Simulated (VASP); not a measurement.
# Ca (Fd-3m) in VASP: notebook

Ca is run at these levels: revPBE; tasks: single point.

All numbers are computed with VASP 6.6.1; they aren't measurements. Logs are shortened: lines on timing, memory, paths and dates and some standing lists are left out, and cuts for length are marked.

## Step 1: The cell of the first run

It takes space group Fd-3m (No. 227, cubic). Conventional cell: a = 8.372 Å, b = 8.372 Å, c = 8.372 Å, α = 90.00°, β = 90.00°, γ = 90.00°. Ca (site symmetry -43m) has 4 Ca at 3.63 Å within 4.8 Å.

## Step 2: Single point, revPBE (volume scaled by 0.88)

File INCAR:

```
SYSTEM = Ca
PREC = Accurate
ENCUT = 520
EDIFF = 1E-6
ISMEAR = -1
SIGMA = 0.1
LREAL = .False.
LASPH = .True.
NELM = 80
ALGO = Normal
ISIF = 2
LWAVE = .False.
LCHARG = .False.
GGA = RE
NBANDS = 17
```

File KPOINTS:

```
regular mesh
0
Gamma
  7 7 7
  0 0 0
```

File POSCAR:

```
Ca
1.0
    0.0000000000      4.1860828051      4.1860828051
    4.1860828051      0.0000000000      4.1860828051
    4.1860828051      4.1860828051      0.0000000000
Ca
2
Direct
    0.1250000000      0.1250000000      0.1250000000
    0.8750000000      0.8750000000      0.8750000000
```

Potentials or basis: VASP PAW PBE potentials, release 64 (Ca_sv).

Command:

```sh
> cat potpaw_PBE.64/Ca_sv/POTCAR > POTCAR
> mpirun -np 1 vasp_std > vasp.out
```

OUTCAR:

```text
SYSTEM = Ca
   PREC = Accurate
   ENCUT = 520
   EDIFF = 1E-6
   ISMEAR = -1
   LREAL = .False.
   LASPH = .True.
   NELM = 80
   ISIF = 2
   GGA = RE

 ion  position               nearest neighbor table
   1  0.125  0.125  0.125-
   2  0.875  0.875  0.875-

  LATTYP: Found a face centered cubic cell.
 ALAT       =     8.3721656102

  Lattice vectors:

 A1 = (   0.0000000000,   4.1860828051,   4.1860828051)
 A2 = (   4.1860828051,   0.0000000000,   4.1860828051)
 A3 = (   4.1860828051,   4.1860828051,   0.0000000000)

Analysis of symmetry for initial positions (statically):
=====================================================================
 Subroutine PRICEL returns:
 Original cell was already a primitive cell.

 Routine SETGRP: Setting up the symmetry group for a
 face centered cubic supercell.

 Subroutine GETGRP returns: Found 48 space group operations
 (whereof 12 operations were pure point group operations)
 out of a pool of 48 trial point group operations.

The static configuration has the point symmetry D_3d.
 The point group associated with its full space group is O_h .

Analysis of symmetry for dynamics (positions and initial velocities):
=====================================================================
 Subroutine PRICEL returns:
 Original cell was already a primitive cell.

 Routine SETGRP: Setting up the symmetry group for a
 face centered cubic supercell.

 Subroutine GETGRP returns: Found 48 space group operations
 (whereof 12 operations were pure point group operations)
 out of a pool of 48 trial point group operations.

The dynamic configuration has the point symmetry D_3d.
 The point group associated with its full space group is O_h .

 Subroutine INISYM returns: Found 48 space group operations
 (whereof 12 operations are pure point group operations),
 and found     1 'primitive' translations

----------------------------------------------------------------------------------------

                                     Primitive cell

  volume of cell :     146.7079

  direct lattice vectors                    reciprocal lattice vectors
     0.000000000  4.186082805  4.186082805    -0.119443409  0.119443409  0.119443409
     4.186082805  0.000000000  4.186082805     0.119443409 -0.119443409  0.119443409
     4.186082805  4.186082805  0.000000000     0.119443409  0.119443409 -0.119443409

  length of vectors
     5.920015076  5.920015076  5.920015076     0.206882053  0.206882053  0.206882053

  position of ions in fractional coordinates (direct lattice)
     0.125000000  0.125000000  0.125000000
     0.875000000  0.875000000  0.875000000

  ion indices of the primitive-cell ions
   primitive index   ion index
                 1           1
                 2           2

----------------------------------------------------------------------------------------

 KPOINTS: regular mesh

Automatic generation of k-mesh.
 Grid dimensions read from file:
 generate k-points for:    7    7    7

 Generating k-lattice:

  Cartesian coordinates                     Fractional coordinates (reciprocal lattice)
    -0.017063344  0.017063344  0.017063344     0.142857143  0.000000000  0.000000000
     0.017063344 -0.017063344  0.017063344     0.000000000  0.142857143  0.000000000
     0.017063344  0.017063344 -0.017063344     0.000000000  0.000000000  0.142857143

  Length of vectors
     0.029554579  0.029554579  0.029554579

  Shift w.r.t. Gamma in fractional coordinates (k-lattice)
     0.000000000  0.000000000  0.000000000

 Subroutine IBZKPT returns following result:
 ===========================================

 Found     20 irreducible k-points:

 Following reciprocal coordinates:
            Coordinates               Weight
  0.000000  0.000000  0.000000      1.000000
  0.142857  0.000000  0.000000      8.000000
  0.285714  0.000000  0.000000      8.000000
  0.428571  0.000000  0.000000      8.000000
  0.142857  0.142857  0.000000      6.000000
  0.285714  0.142857  0.000000     24.000000
[... 12 lines left out ...]
 -0.428571  0.428571  0.142857     24.000000
 -0.285714  0.428571  0.142857     24.000000
   k-points           NKPTS =     20   k-points in BZ     NKDIM =     20   number of bands    NBANDS=     17
   number of dos      NEDOS =    301   number of ions     NIONS =      2
   total plane-waves  NPLWV = 110592
   dimension x,y,z NGX =    48 NGY =   48 NGZ =   48
   dimension x,y,z NGXF=    96 NGYF=   96 NGZF=   96
   ions per type =               2
   NGX,Y,Z   is equivalent  to a cutoff of  13.48, 13.48, 13.48 a.u.
   NGXF,Y,Z  is equivalent  to a cutoff of  26.96, 26.96, 26.96 a.u.
 SYSTEM =  Ca
   PREC   = accura    normal or accurate (medium, high low for compatibility)
   ISTART =      0    job   : 0-new  1-cont  2-samecut
   ICHARG =      2    charge: 1-file 2-atom 10-const
   ISPIN  =      1    spin polarized calculation?
   LNONCOLLINEAR =      F non collinear calculations
   LSORBIT =      F    spin-orbit coupling
   LASPH  =      T    aspherical Exc in radial PAW
   ENCUT  =  520.0 eV  38.22 Ry    6.18 a.u.  11.01 11.01 11.01*2*pi/ulx,y,z
   NELM   =     80;   NELMIN=  2; NELMDL= -5     # of ELM steps
   EDIFF  = 0.1E-05   stopping-criterion for ELM
   LREAL  =      F    real-space projection
   EDIFFG = 0.1E-04   stopping-criterion for IOM
   NSW    =      0    number of steps for IOM
   IBRION =     -1    ionic relax: 0-MD 1-quasi-New 2-CG
   NFREE  =      0    steps in history (QN), initial steepest desc. (CG)
   ISIF   =      2    stress and relaxation
   ISYM   =      2    0-nonsym 1-usesym 2-fastsym
   POTIM  = 0.5000    time-step for ionic-motion
   TEBEG  =    0.0;   TEEND  =   0.0 temperature during run
   PSTRESS=    0.0 pullay stress
   NELECT =      20.0000    total number of electrons
   NUPDOWN=      -1.0000    fix difference up-down
   EMIN   =  10.00;   EMAX   =-10.00  energy-range for DOS
   EFERMI =   0.00;   METHOD = LEGACY
   ISMEAR =    -1;   SIGMA  =   0.10  broadening in eV -4-tet -1-fermi 0-gaus
   EFERMI_NEDOS =   21; number of points for ismear=-14 and -15
   IALGO  =     38    algorithm
   IMIX   =      4    mixing-type and parameters
     AMIX     =   0.40;   BMIX     =  1.00
     AMIX_MAG =   1.60;   BMIX_MAG =  1.00
  volume/ion in A,a.u.               =      73.35       495.02
  Fermi-wavevector in a.u.,A,eV,Ry     =   0.842559  1.592206  9.658854  0.709906
  Thomas-Fermi vector in A             =   1.957285
   LORBIT       =      0    0 simple, 1 ext, 2 COOP (PROOUT), +10 PAW based schemes
   GGA     = RE    functional components
   LHFCALC =     F    Hartree Fock is set to
   AEXX    =    0.0000 exact exchange contribution
   IVDW    =     0    specifies the selected vdW correction
   LEPSILON=     F    determine dielectric tensor
   LRPA    =     F    only Hartree local field effects (RPA)
 non-spin polarized calculation
  energy-cutoff  :      520.00
  volume of cell :      146.71
 maximum number of plane-waves:      3968
 NGX is ok and might be reduce to    48
   NGX = 21   NGY = 21   NGZ = 21

 number of electron      20.0000003 magnetization

 Free energy of the ion-electron system (eV)
  ---------------------------------------------------
  ext. energy  EPLUGINS =         0.00000000
  ---------------------------------------------------
  free energy    TOTEN  =        -1.52121489 eV

  energy without entropy =       -1.40846798  energy(sigma->0) =       -1.46484144

 E-fermi :   0.1720     XC(G=0):  -5.9693

 val. band max:        0.1499046452   @ k =  -0.4286   0.4286   0.0000
 cond. band min:       0.1895960502   @ k =   0.4286   0.2857   0.1429
 fundamental gap:      0.0396914049
 Fermi energy:         0.1719933938

 k-point     1 :       0.0000    0.0000    0.0000
  band No.  band energies     occupation
      1     -43.0036      2.00000
      2     -42.9805      2.00000
      3     -23.9536      2.00000
      4     -23.9536      2.00000
      5     -23.9536      2.00000
      6     -23.8765      2.00000
[... 9 lines left out ...]
     16       1.6598      0.00000
     17       1.6598      0.00000

 k-point     2 :       0.1429    0.0000    0.0000
  band No.  band energies     occupation
      1     -43.0027      2.00000
      2     -42.9814      2.00000
      3     -23.9550      2.00000
      4     -23.9550      2.00000
      5     -23.9528      2.00000
      6     -23.8775      2.00000
[... 9 lines left out ...]
     16       1.6704      0.00000
     17       1.6704      0.00000

 k-point     3 :       0.2857    0.0000    0.0000
  band No.  band energies     occupation
      1     -43.0005      2.00000
      2     -42.9836      2.00000
      3     -23.9581      2.00000
      4     -23.9581      2.00000
      5     -23.9510      2.00000
      6     -23.8798      2.00000
[... 9 lines left out ...]
     16       1.7705      0.00000
     17       1.7705      0.00000

 k-point     4 :       0.4286    0.0000    0.0000
  band No.  band energies     occupation
      1     -42.9982      2.00000
      2     -42.9859      2.00000
      3     -23.9605      2.00000
      4     -23.9605      2.00000
      5     -23.9495      2.00000
      6     -23.8818      2.00000
[... 9 lines left out ...]
     16       1.9656      0.00000
     17       1.9656      0.00000
[... 263 lines left out ...]
      1     -42.9961      2.00000
      2     -42.9880      2.00000
      3     -23.9675      2.00000
      4     -23.9639      2.00000
      5     -23.9340      2.00000
      6     -23.8970      2.00000
[... 9 lines left out ...]
     16       1.8067      0.00000
     17       2.1559      0.00000

 k-point    19 :      -0.4286    0.4286    0.1429
  band No.  band energies     occupation
      1     -42.9943      2.00000
      2     -42.9897      2.00000
      3     -23.9681      2.00000
      4     -23.9669      2.00000
      5     -23.9244      2.00000
      6     -23.9068      2.00000
[... 9 lines left out ...]
     16       1.6532      0.00000
     17       2.3448      0.00000

 k-point    20 :      -0.2857    0.4286    0.1429
  band No.  band energies     occupation
      1     -42.9936      2.00000
      2     -42.9904      2.00000
      3     -23.9690      2.00000
      4     -23.9665      2.00000
      5     -23.9233      2.00000
      6     -23.9078      2.00000
[... 9 lines left out ...]
     16       1.6962      0.00000
     17       2.2752      0.00000

------------------------ aborting loop because EDIFF is reached ----------------------------------------

  FORCE on cell =-STRESS in cart. coord.  units (eV):
  Direction    XX          YY          ZZ          XY          YZ          ZX
  --------------------------------------------------------------------------------------
  -------------------------------------------------------------------------------------
  Total        0.5704144      0.5704144      0.5704144     -0.0000000      0.0000000      0.0000000
  in kB        6.2294201      6.2294201      6.2294201     -0.0000000      0.0000000      0.0000000
  external PRESSURE =       6.2294201 kB  Pullay stress =       0.0000000 kB

 VOLUME and BASIS-vectors are now :
 -----------------------------------------------------------------------------
  energy-cutoff  :      520.00
  volume of cell :      146.71
      direct lattice vectors                 reciprocal lattice vectors
     0.000000000  4.186082805  4.186082805    -0.119443409  0.119443409  0.119443409
     4.186082805  0.000000000  4.186082805     0.119443409 -0.119443409  0.119443409
     4.186082805  4.186082805  0.000000000     0.119443409  0.119443409 -0.119443409

 POSITION                                       TOTAL-FORCE (eV/Angst)
 -----------------------------------------------------------------------------------
      1.04652      1.04652      1.04652        -0.000000     -0.000000     -0.000000
      7.32564      7.32564      7.32564         0.000000      0.000000      0.000000
 -----------------------------------------------------------------------------------
    total drift:                                0.000000      0.000000      0.000000

  FREE ENERGIE OF THE ION-ELECTRON SYSTEM (eV)
  ---------------------------------------------------
  free  energy   TOTEN  =        -1.5212148895 eV

  energy  without entropy=       -1.4084679829  energy(sigma->0) =       -1.46484144
```

It took 54 s on 1 thread of Intel Xeon Platinum 8559C (Emerald Rapids), shared host; peak memory 0.31 GiB.

What came out:

- Free energy: -1.5212 eV
- Pressure: 0.6 GPa
- Band gap on the k mesh: zero (band 10 reaches 0.84 eV, above the bottom of band 11 at -0.01 eV)

Caveat: the PAW data sets were made with another functional, which shifts forces and pressure a little.

(Continued in part 2 of 2.)
